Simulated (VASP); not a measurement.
## Mg8O7: relaxation of cell and atoms with PBE

Mg8O7:

```
Mg O
1.0
    -4.25370    4.25370    0.00000
     0.00000    4.25370   -4.25370
    -4.25370    0.00000   -4.25370
Mg O
8 7
Direct
  0.99569 0.00506 0.50159
  0.00286 0.49414 0.50544
  0.00407 0.99936 0.00041
  0.99733 0.49935 0.00775
  0.50110 0.00155 0.49439
  0.50186 0.50097 0.49574
  0.50898 0.99416 0.99230
  0.50096 0.50604 0.99462
  0.25613 0.75021 0.74860
  0.24810 0.25537 0.74621
  0.25199 0.74860 0.24957
  0.24558 0.24642 0.25020
  0.75123 0.75010 0.74800
  0.74531 0.75327 0.25129
  0.74107 0.25443 0.24601
```

- Program: VASP 6.6.1
- Task: relaxation of cell and atoms
- Functional: PBE
- Potentials or basis: VASP PAW PBE potentials, release 64 (Mg, O)
- Cutoff: 600 eV
- k mesh: 3 × 3 × 3
- Occupations: gaussian, width 0.1 eV
- Spin: no spin polarisation
- Dipole correction: no
- Further INCAR settings: LREAL = Auto; ALGO = Normal; EDIFF = 1e-06; ISYM = 0; IBRION = 2; EDIFFG = -0.04; NSW = 70; ISIF = 3

| Property | Result |
| --- | --- |
| Relaxed volume | 10.35 Å³/atom |
| Relaxed cell | a = 6.033 Å, b = 6.031 Å, c = 6.033 Å, α = 60.01°, β = 59.98°, γ = 60.01° |
| Space group after relaxing (to 0.1 Å) | Fm-3m (No. 225) |
| Energy gained by relaxing | 6.0 meV/atom |
| Ionic steps | 8 |
| Pressure after relaxing | 0.0 GPa |
| Largest force after relaxing | 0.016 eV/Å |
| Band gap on the k mesh | 2.76 eV (least direct gap 3.16 eV) |

Forces in eV/Å, atoms in the order of the input:
```
Mg   0.006 -0.001  0.009
Mg  -0.004  0.010 -0.003
Mg   0.010 -0.004 -0.007
Mg   0.004  0.000  0.000
Mg  -0.015  0.006  0.000
Mg  -0.008  0.002  0.003
Mg  -0.012 -0.007  0.006
Mg  -0.007  0.007 -0.009
O   -0.008 -0.003 -0.002
O    0.006 -0.002 -0.009
O    0.015 -0.002  0.006
O    0.012 -0.001  0.004
O    0.000 -0.011  0.000
O    0.001  0.004 -0.001
O   -0.001  0.003  0.003
```

The path:
```tsv
step	energy change (eV)	largest force (eV/Å)	pressure (GPa)	volume (Å³)
1	0.0000	0.6450	1.21	153.93
2	-0.0680	0.2235	-0.28	155.67
3	-0.0725	0.1999	-0.73	156.25
4	-0.0850	0.1141	-0.04	155.39
5	-0.0867	0.1164	0.32	154.96
6	-0.0896	0.0475	-0.06	155.28
7	-0.0897	0.0608	-0.12	155.36
8	-0.0904	0.0159	0.02	155.23
```

Final structure:
```
Mg O
1.0
    -4.26729    4.26466   -0.00024
    -0.00007    4.26483   -4.26483
    -4.26759   -0.00005   -4.26496
Mg O
8 7
Direct
  0.00083 0.99983 0.49823
  0.00077 0.50136 0.49810
  0.00146 0.99935 0.99997
  0.00011 0.50055 0.99891
  0.49998 0.00069 0.49866
  0.49893 0.50179 0.49762
  0.49927 0.00004 0.99945
  0.49938 0.50132 0.99949
  0.25011 0.75067 0.74873
  0.25033 0.25043 0.74882
  0.25028 0.75053 0.24898
  0.25020 0.25057 0.24896
  0.75026 0.75074 0.74864
  0.75019 0.75054 0.24878
  0.75015 0.25061 0.24878
```

Levels at points of the mesh, in eV from the valence-band top:
```csv
k point,band 27,band 28,band 29,band 30,band 31,band 32
"(0.00, 0.00, 0.00)",-3.02,-3.02,-2.06,2.76,4.86,4.86
```

Wall time 23 min on 1 thread of Intel Xeon 8259CL (shared host), peak memory 0.37 GiB.

Caveat: the k points lie up to 0.43 Å⁻¹ apart in the final cell. A k mesh can miss the band edges.
